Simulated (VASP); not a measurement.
Wanted: the native input for a VASP 6.6.1 run.

```yaml
Task: single point
Functional: PBE
Potentials_or_basis: VASP PAW PBE potentials, release 64 (B, P)
Cutoff: 520 eV
k_mesh: 10 × 10 × 10
Occupations: fermi-dirac, width 0.1 eV
Spin: no spin polarisation
Dipole_correction: no
Further_INCAR_settings: ALGO = Normal; EDIFF = 1e-06; NBANDS = 11
```

The structure of BP lies in POSCAR:

```
BP
1.0
    0.0000000000      2.2742304197      2.2742304197
    2.2742304197      0.0000000000      2.2742304197
    2.2742304197      2.2742304197      0.0000000000
B P
1 1
Direct
    0.0000000000      0.0000000000      0.0000000000
    0.2500000000      0.2500000000      0.2500000000
```

The input as run:

INCAR

```
ALGO = Normal ; EDIFF = 1E-6
ENCUT = 520 ; GGA = PE
ISIF = 2 ; ISMEAR = -1
LASPH = True ; LCHARG = False
LREAL = False ; LWAVE = False
NBANDS = 11 ; NELM = 60
PREC = Accurate ; SIGMA = 0.1
```

KPOINTS

```
k-points
0
Gamma
  10 10 10
```

Potentials or basis: VASP PAW PBE potentials, release 64 (B, P).

Run with:

```bash
$ cat potpaw_PBE.64/B/POTCAR potpaw_PBE.64/P/POTCAR > POTCAR
$ mpirun -np 1 vasp_std > vasp.out
```

Results of the run:

```
Pressure               : -0.2 GPa
Band gap on the k mesh : 1.25 eV, indirect (least direct gap 3.39 eV)
```

Wall time 7.3 s on 1 thread of AMD EPYC 7R13, with other jobs on the host, peak memory 0.14 GiB.
